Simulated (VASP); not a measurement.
A run of VASP 6.6.1 is set up as follows.

The input INCAR:

```
  PREC = Accurate
  ENCUT = 500
  EDIFF = 1E-7
  ISMEAR = 1
  SIGMA = 0.1
  LREAL = F
  LASPH = T
  NELM = 120
  ALGO = Normal
  ISIF = 3
  LWAVE = F
  LCHARG = F
  IBRION = 2
  NSW = 80
  EDIFFG = -0.03
  PSTRESS = 300.0
  GGA_COMPAT = F
  NELMIN = 4
```

Contents of KPOINTS:

```
Automatic mesh
0
Gamma
  10 10 10
```

The input POSCAR:

```
Mo
1.0
    0.0000000000      1.9800000000      1.9800000000
    1.9800000000      0.0000000000      1.9800000000
    1.9800000000      1.9800000000      0.0000000000
Mo
1
Direct
    0.0000000000      0.0000000000      0.0000000000
```

Potentials or basis: VASP PAW LDA potentials, release 64 (Mo_sv).

The run is started by

```console
$ cat potpaw_LDA.64/Mo_sv/POTCAR > POTCAR
$ mpirun -np 1 vasp_std > vasp.out
```

Problem. Estimate the band gap on the k mesh.

Solution. Zero (bands 7 and 8 overlap by 5.77 eV).

Problem. Estimate the relaxed volume.

Solution. 13.94 Å³/atom.

Problem. Estimate the space group after relaxing (to 0.1 Å).

Solution. Fm-3m (No. 225).

Problem. Estimate the relaxed cell.

Solution. a = 2.701 Å, b = 2.701 Å, c = 2.701 Å, α = 60.00°, β = 60.00°, γ = 60.00°.

The path:
```
step  energy change (eV)  largest force (eV/Å)  pressure (GPa)  volume (Å³)
   1              0.0000                0.0000           -4.43        15.52
   2              4.6363                0.0000          364.86         9.17
   3              0.0650                0.0000           22.48        14.22
   4              0.0954                0.0000           27.57        14.03
   5              0.1115                0.0000           30.00        13.94
```

Caveat: the cell is relaxed towards a set pressure, so the run minimises the enthalpy, not the energy.
